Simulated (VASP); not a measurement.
# HfO2 (Fm-3m) in VASP: settings compared, part 3 of 3

VASP 6.6.1.

### Step 6. Single point, PBEsol+D3(BJ), collinear spin, zero start (10.71 Å³/atom)

This run uses another cell than the first one, of 10.71 Å³/atom.

INCAR reads:

```
SYSTEM = HfO2
PREC     = Accurate       ! precision mode
ENCUT    = 520            ! plane-wave cutoff, eV
EDIFF    = 1E-6           ! SCF threshold, eV
ISMEAR   = -1             ! smearing method
SIGMA    = 0.05           ! smearing width, eV
LREAL    = .FALSE.        ! projectors in reciprocal space
LASPH    = .TRUE.         ! aspherical terms in the spheres
NELM     = 150            ! most SCF steps
ALGO     = Normal         ! electronic algorithm
ISIF     = 2              ! what is computed and relaxed
LWAVE    = .FALSE.        ! write WAVECAR
LCHARG   = .FALSE.        ! write CHGCAR
ISPIN    = 2              ! spin polarisation
MAGMOM   = 0 0 0          ! initial moments
LORBIT   = 11             ! projections on sites
NUPDOWN  = 0.0            ! fixed moment
LMAXMIX  = 4              ! l up to which the mixer works
GGA      = PS             ! functional
IVDW     = 12             ! dispersion correction
NBANDS   = 22             ! bands
```

KPOINTS reads:

```
Automatic mesh
0
G
  9 9 9
  0 0 0
```

POSCAR reads:

```
HfO2
1.0
    0.0000000000      2.5229349520      2.5229349520
    2.5229349520      0.0000000000      2.5229349520
    2.5229349520      2.5229349520      0.0000000000
Hf O
1 2
Direct
    0.0000000000      0.0000000000      0.0000000000
    0.7500000000      0.7500000000      0.7500000000
    0.2500000000      0.2500000000      0.2500000000
```

Potentials or basis: VASP PAW PBE potentials, release 64 (Hf_pv, O).

Started as:

```console
cat potpaw_PBE.64/Hf_pv/POTCAR potpaw_PBE.64/O/POTCAR > POTCAR
mpirun -np 1 vasp_std > vasp.out
```

OUTCAR:

```text
SYSTEM = HfO2
   PREC = Accurate
   ENCUT = 520
   EDIFF = 1E-6
   ISMEAR = -1
   LREAL = .FALSE.
   LASPH = .TRUE.
   NELM = 150
   ISIF = 2
   ISPIN = 2
   LORBIT = 11
   NUPDOWN = 0.0
   GGA = PS
   IVDW = 12
 IVDW          = 12

 ion  position               nearest neighbor table
   1  0.000  0.000  0.000-   2 2.18   2 2.18   2 2.18   2 2.18   3 2.18   3 2.18   3 2.18   3 2.18

   2  0.750  0.750  0.750-   1 2.18   1 2.18   1 2.18   1 2.18
   3  0.250  0.250  0.250-   1 2.18   1 2.18   1 2.18   1 2.18

  LATTYP: Found a face centered cubic cell.
 ALAT       =     5.0458699040

  Lattice vectors:
[... 1427 lines left out ...]
  energy-cutoff  :      520.00
  volume of cell :       32.12
      direct lattice vectors                 reciprocal lattice vectors
     0.000000000  2.522934952  2.522934952    -0.198181883  0.198181883  0.198181883
     2.522934952  0.000000000  2.522934952     0.198181883 -0.198181883  0.198181883
     2.522934952  2.522934952  0.000000000     0.198181883  0.198181883 -0.198181883

 POSITION                                       TOTAL-FORCE (eV/Angst)
 -----------------------------------------------------------------------------------
      0.00000      0.00000      0.00000        -0.000000      0.000000      0.000000
      3.78440      3.78440      3.78440        -0.000000     -0.000000      0.000000
      1.26147      1.26147      1.26147         0.000000     -0.000000     -0.000000
 -----------------------------------------------------------------------------------
    total drift:                                0.000000      0.000000      0.000000

  FREE ENERGIE OF THE ION-ELECTRON SYSTEM (eV)
  ---------------------------------------------------
  free  energy   TOTEN  =       -32.3220690569 eV

  energy  without entropy=      -32.3220690569  energy(sigma->0) =      -32.32206906

 total charge

# of ion       s       p       d       tot
------------------------------------------
    1        0.299   6.600   1.403   8.302
    2        1.557   3.540   0.000   5.097
    3        1.557   3.540   0.000   5.097
--------------------------------------------------
tot          3.412  13.680   1.403  18.495

 magnetization (x)

# of ion       s       p       d       tot
------------------------------------------
    1        0.000   0.000  -0.000   0.000
    2       -0.000  -0.000   0.000  -0.000
    3       -0.000  -0.000   0.000  -0.000
--------------------------------------------------
tot         -0.000   0.000  -0.000  -0.000
```

Wall time 51 s (1 thread of Intel Xeon Platinum 8488C (Sapphire Rapids), shared host); peak memory 0.2 GiB.

What came out:

```yaml
Free_energy: -32.3221 eV
Pressure: -7.5 GPa
Net_moment: 0.00 μB per cell
Valence_electrons_inside_the_program's_atomic_spheres: Hf 8.30; O 5.10
Dispersion_energy_per_atom: -0.230 eV
```

Caveat: three body term missing; the cell stands under tension; the PAW data sets were made with another functional, which shifts forces and pressure a little; spin-orbit coupling is left out, which moves the levels of the heavy elements; the total moment is fixed, so each spin has its own Fermi level.

### Step 7. The runs side by side

```tsv
task	level	potentials or basis	spin	fixed moment (μB)	cell	k mesh	cutoff (eV)	smearing	dipole correction	tolerance level	purpose	passes	gap on the mesh (eV)	pressure (GPa)	moment (μB)
single point	rpbe exchange, lyp correlation	VASP PAW PBE potentials, release 64 (Hf_pv, O)	non-collinear, typed start	-	a = 3.617 Å, angles 60.0°, 3 atoms	7 × 7 × 7	600	fermi-dirac 0.15 eV	no	-	-	-	3.99	5.8	0.00
single point	PBE	VASP PAW PBE potentials, release 64 (Hf_pv, O)	non-collinear, zero start, SOC	-	a = 3.466 Å, angles 60.0°, 3 atoms	9 × 9 × 9	600	gaussian 0.01 eV	no	-	-	-	-	32.1	0.00
relaxation of cell and atoms	SCAN	VASP PAW PBE potentials, release 64 (Hf_sv_GW, O_GW)	off	-	relaxed from a = 3.617 Å, angles 60.0°, 3 atoms	8 × 8 × 8	690	gaussian 0.03 eV	-	standard	choice of potentials	2	4.15	0.0	-
single point	PBEsol+D3(BJ)	VASP PAW PBE potentials, release 64 (Hf_pv, O)	collinear, zero start	0.0	a = 3.543 Å, angles 60.0°, 3 atoms	9 × 9 × 9	520	fermi-dirac 0.05 eV	no	-	-	-	-	-2.0	0.00
single point	PBEsol+D3(BJ)	VASP PAW PBE potentials, release 64 (Hf_pv, O)	collinear, zero start	0.0	a = 3.568 Å, angles 60.0°, 3 atoms	9 × 9 × 9	520	fermi-dirac 0.05 eV	no	-	-	-	-	-7.5	0.00
```

Caveats: the PAW data sets were made with another functional, which shifts forces and pressure a little (at least some runs); spin-orbit coupling is left out, which moves the levels of the heavy elements (at least some runs); the cell stands under pressure (at least some runs); three body term missing (at least some runs); the total moment is fixed, so each spin has its own Fermi level (at least some runs); an odd mesh through Γ misses points on the zone boundary, where band edges can lie (at least some runs); the cell stands under tension (at least some runs).

Total energies depend on the potentials used, so only differences within one code and one set of settings carry meaning.
